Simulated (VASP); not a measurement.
# Tl3Te2 (Pm-3m) in VASP: relaxation of cell and atoms with PBE

Aim: the relaxation of cell and atoms of Tl3Te2 with PBE.

Program: VASP 6.6.1. These are calculated values, not measurements. Logs are shortened: lines on timing, memory, paths and dates and some standing lists are left out, and cuts for length are marked.

## 1. The cell of the first run

The structure is cubic, space group Pm-3m (No. 221). Conventional cell: a = 5.876 Å, b = 5.876 Å, c = 5.876 Å, α = 90.00°, β = 90.00°, γ = 90.00°. Tl (site symmetry 4/mmm) has 2 Te at 2.94 Å within 3.9 Å. Te (site symmetry m-3m) has 12 Tl at 4.15 Å and 8 Te at 5.09 Å within 5.5 Å. Within 3.9 Å of Te (site symmetry m-3m) lie 6 Tl at 2.94 Å.

The cell was built from a structure type or drawn by symmetry, and may not be a known phase.

## 2. Relaxation of cell and atoms, PBE

INCAR

```
PREC = Accurate
ENCUT = 600
EDIFF = 1E-7
ISMEAR = 0
SIGMA = 0.1
LREAL = False
LASPH = True
NELM = 100
ALGO = Fast
ISIF = 3
LWAVE = False
LCHARG = False
GGA = PE
IBRION = 2
NSW = 90
EDIFFG = -0.04
```

KPOINTS

```
Automatic mesh
0
Gamma
  4 4 4
```

POSCAR

```
Tl3Te2
1.0
    5.8758299800      0.0000000000      0.0000000000
    0.0000000000      5.8758299800      0.0000000000
    0.0000000000      0.0000000000      5.8758299800
Tl Te
3 2
Direct
    0.5000000000      0.0000000000      0.0000000000
    0.0000000000      0.5000000000      0.0000000000
    0.0000000000      0.0000000000      0.5000000000
    0.5000000000      0.5000000000      0.5000000000
    0.0000000000      0.0000000000      0.0000000000
```

Potentials or basis: VASP PAW PBE potentials, release 64 (Tl_d, Te).

Command:

```sh
$ cat potpaw_PBE.64/Tl_d/POTCAR potpaw_PBE.64/Te/POTCAR > POTCAR
$ mpirun -np 1 vasp_std > vasp.out
```

OUTCAR:

```text
PREC = Accurate
   ENCUT = 600
   EDIFF = 1E-7
   ISMEAR = 0
   LREAL = False
   LASPH = True
   NELM = 100
   ISIF = 3
   GGA = PE
   IBRION = 2
   NSW = 90
   EDIFFG = -0.04

 ion  position               nearest neighbor table
   1  0.500  0.000  0.000-   5 2.94   5 2.94
   2  0.000  0.500  0.000-   5 2.94   5 2.94
   3  0.000  0.000  0.500-   5 2.94   5 2.94
   4  0.500  0.500  0.500-
   5  0.000  0.000  0.000-   1 2.94   2 2.94   3 2.94   3 2.94   2 2.94   1 2.94

  LATTYP: Found a simple cubic cell.
 ALAT       =     5.8758299800

  Lattice vectors:

 A1 = (   5.8758299800,   0.0000000000,   0.0000000000)
 A2 = (   0.0000000000,   5.8758299800,   0.0000000000)
 A3 = (   0.0000000000,   0.0000000000,   5.8758299800)

Analysis of symmetry for initial positions (statically):
=====================================================================
 Subroutine PRICEL returns:
 Original cell was already a primitive cell.

 Routine SETGRP: Setting up the symmetry group for a
 simple cubic supercell.

 Subroutine GETGRP returns: Found 48 space group operations
 (whereof 48 operations were pure point group operations)
 out of a pool of 48 trial point group operations.

The static configuration has the point symmetry O_h .

Analysis of symmetry for dynamics (positions and initial velocities):
=====================================================================
 Subroutine PRICEL returns:
 Original cell was already a primitive cell.

 Routine SETGRP: Setting up the symmetry group for a
 simple cubic supercell.

 Subroutine GETGRP returns: Found 48 space group operations
 (whereof 48 operations were pure point group operations)
 out of a pool of 48 trial point group operations.

The dynamic configuration has the point symmetry O_h .

 Subroutine INISYM returns: Found 48 space group operations
 (whereof 48 operations are pure point group operations),
 and found     1 'primitive' translations

----------------------------------------------------------------------------------------

                                     Primitive cell

  volume of cell :     202.8653
[... 63 lines left out ...]
   number of dos      NEDOS =    301   number of ions     NIONS =      5
   total plane-waves  NPLWV = 110592
   dimension x,y,z NGX =    48 NGY =   48 NGZ =   48
   dimension x,y,z NGXF=    96 NGYF=   96 NGZF=   96
   ions per type =               3   2
   NGX,Y,Z   is equivalent  to a cutoff of  13.58, 13.58, 13.58 a.u.
   NGXF,Y,Z  is equivalent  to a cutoff of  27.16, 27.16, 27.16 a.u.
 SYSTEM =  unknown system
   PREC   = accura    normal or accurate (medium, high low for compatibility)
   ISTART =      0    job   : 0-new  1-cont  2-samecut
   ICHARG =      2    charge: 1-file 2-atom 10-const
   ISPIN  =      1    spin polarized calculation?
   LNONCOLLINEAR =      F non collinear calculations
   LSORBIT =      F    spin-orbit coupling
   LASPH  =      T    aspherical Exc in radial PAW
   ENCUT  =  600.0 eV  44.10 Ry    6.64 a.u.  11.74 11.74 11.74*2*pi/ulx,y,z
   NELM   =    100;   NELMIN=  2; NELMDL= -5     # of ELM steps
   EDIFF  = 0.1E-06   stopping-criterion for ELM
   LREAL  =      F    real-space projection
   EDIFFG = -.4E-01   stopping-criterion for IOM
   NSW    =     90    number of steps for IOM
   IBRION =      2    ionic relax: 0-MD 1-quasi-New 2-CG
   NFREE  =      1    steps in history (QN), initial steepest desc. (CG)
   ISIF   =      3    stress and relaxation
   ISYM   =      2    0-nonsym 1-usesym 2-fastsym
   POTIM  = 0.5000    time-step for ionic-motion
   TEBEG  =    0.0;   TEEND  =   0.0 temperature during run
   PSTRESS=    0.0 pullay stress
   NELECT =      51.0000    total number of electrons
   NUPDOWN=      -1.0000    fix difference up-down
   EMIN   =  10.00;   EMAX   =-10.00  energy-range for DOS
   EFERMI =   0.00;   METHOD = LEGACY
   ISMEAR =     0;   SIGMA  =   0.10  broadening in eV -4-tet -1-fermi 0-gaus
   EFERMI_NEDOS =   21; number of points for ismear=-14 and -15
   IALGO  =     68    algorithm
   IMIX   =      4    mixing-type and parameters
     AMIX     =   0.40;   BMIX     =  1.00
     AMIX_MAG =   1.60;   BMIX_MAG =  1.00
  volume/ion in A,a.u.               =      40.57       273.80
  Fermi-wavevector in a.u.,A,eV,Ry     =   1.033227  1.952516 14.525004  1.067558
  Thomas-Fermi vector in A             =   2.167463
   LORBIT       =      0    0 simple, 1 ext, 2 COOP (PROOUT), +10 PAW based schemes
   GGA     = PE    functional components
   LHFCALC =     F    Hartree Fock is set to
   AEXX    =    0.0000 exact exchange contribution
   IVDW    =     0    specifies the selected vdW correction
   LEPSILON=     F    determine dielectric tensor
   LRPA    =     F    only Hartree local field effects (RPA)
 conjugate gradient relaxation of ions
 non-spin polarized calculation
 RMM-DIIS sequential band-by-band and
 Gauss-broadening in eV      SIGMA  =   0.10
  energy-cutoff  :      600.00
  volume of cell :      202.87
 maximum number of plane-waves:      6816
 NGX is ok and might be reduce to    48
   NGX = 23   NGY = 23   NGZ = 23

--------------------------------------- Ionic step        1  -------------------------------------------

 number of electron      50.9999983 magnetization

 Free energy of the ion-electron system (eV)
  ---------------------------------------------------
  ext. energy  EPLUGINS =         0.00000000
  ---------------------------------------------------
  free energy    TOTEN  =       -12.19042240 eV

  energy without entropy =      -12.16623575  energy(sigma->0) =      -12.17832908

------------------------ aborting loop because EDIFF is reached ----------------------------------------

  FORCE on cell =-STRESS in cart. coord.  units (eV):
  Direction    XX          YY          ZZ          XY          YZ          ZX
  --------------------------------------------------------------------------------------
  -------------------------------------------------------------------------------------
  Total        2.0968084      2.0968084      2.0968084     -0.0000000     -0.0000000      0.0000000
  in kB       16.5600509     16.5600509     16.5600509     -0.0000000     -0.0000000      0.0000000
  external PRESSURE =      16.5600509 kB  Pullay stress =       0.0000000 kB
[... 65 lines left out ...]
--------------------------------------- Ionic step        3  -------------------------------------------

 number of electron      51.0000012 magnetization

 Free energy of the ion-electron system (eV)
  ---------------------------------------------------
  ext. energy  EPLUGINS =         0.00000000
  ---------------------------------------------------
  free energy    TOTEN  =       -12.27418630 eV

  energy without entropy =      -12.24307952  energy(sigma->0) =      -12.25863291

 E-fermi :   2.9367     XC(G=0):  -7.9513

 val. band max:        2.8685398143   @ k =   0.5000   0.0000   0.0000
 cond. band min:       2.9401818986   @ k =   0.5000   0.2500   0.0000
 fundamental gap:      0.0716420844
 Fermi energy:         2.9367497644

 k-point     1 :       0.0000    0.0000    0.0000
  band No.  band energies     occupation
      1     -10.0669      2.00000
      2      -8.6363      2.00000
      3      -8.6363      2.00000
      4      -8.6363      2.00000
      5      -8.6130      2.00000
      6      -8.6130      2.00000
[... 351 lines left out ...]
  FREE ENERGIE OF THE ION-ELECTRON SYSTEM (eV)
  ---------------------------------------------------
  free  energy   TOTEN  =       -12.2741862985 eV

  energy  without entropy=      -12.2430795248  energy(sigma->0) =      -12.25863291

 reached required accuracy - stopping structural energy minimisation
```

CONTCAR:

```text
Tl3Te2
   1.00000000000000
     6.0425646579755590   -0.0000000000000000    0.0000000000000000
    -0.0000000000000000    6.0425646579755590   -0.0000000000000000
    -0.0000000000000000   -0.0000000000000000    6.0425646579755590
  Tl              Te
     3     2
Direct
     0.5000000000000000    0.0000000000000000    0.0000000000000000
     0.0000000000000000    0.5000000000000000    0.0000000000000000
     0.0000000000000000    0.0000000000000000    0.5000000000000000
     0.5000000000000000    0.5000000000000000    0.5000000000000000
     0.0000000000000000    0.0000000000000000    0.0000000000000000

  0.00000000E+00  0.00000000E+00  0.00000000E+00
  0.00000000E+00  0.00000000E+00  0.00000000E+00
  0.00000000E+00  0.00000000E+00  0.00000000E+00
  0.00000000E+00  0.00000000E+00  0.00000000E+00
  0.00000000E+00  0.00000000E+00  0.00000000E+00
```

Run time: 2.2 min. Hardware: 1 thread of Intel Xeon Platinum 8488C (Sapphire Rapids), shared host; peak memory 0.36 GiB.

What came out:

* Free energy: -12.2742 eV
* Relaxed volume: 44.13 Å³/atom
* Relaxed cell: a = 6.043 Å, b = 6.043 Å, c = 6.043 Å, α = 90.00°, β = 90.00°, γ = 90.00°
* Space group after relaxing (to 0.1 Å): Pm-3m (No. 221)
* Energy gained by relaxing: 16.8 meV/atom
* Ionic steps: 3
* Pressure after relaxing: 0.1 GPa
* Band gap on the k mesh: zero (an odd number of electrons rules out a gap without spin polarisation)

Step by step:
```tsv
step	energy change (eV)	largest force (eV/Å)	pressure (GPa)	volume (Å³)
1	0.0000	0.0000	1.66	202.87
2	-0.0765	0.0000	0.38	215.43
3	-0.0838	0.0000	0.09	220.63
```

Final structure:
```
Tl Te
1.0
     6.04256    0.00000    0.00000
     0.00000    6.04256    0.00000
     0.00000    0.00000    6.04256
Tl Te
3 2
Cartesian
  3.0213 0.0000 0.0000
  0.0000 3.0213 0.0000
  0.0000 0.0000 3.0213
  3.0213 3.0213 3.0213
  0.0000 0.0000 0.0000
```

Levels at points of the mesh, in eV from the Fermi level:
```tsv
k point	band 23	band 24	band 25	band 26	band 27	band 28
(0.00, 0.00, 0.00)	-3.96	-0.62	-0.62	-0.62	2.78	2.78
(0.50, 0.00, 0.00)	-0.68	-0.68	-0.20	-0.07	1.85	2.06
(0.50, 0.50, 0.00)	-0.76	-0.39	0.02	0.08	0.08	1.52
(0.50, 0.50, 0.50)	-1.59	0.20	0.20	0.20	1.94	1.94
```

Caveat: spin-orbit coupling is left out, which moves the levels of the heavy elements.
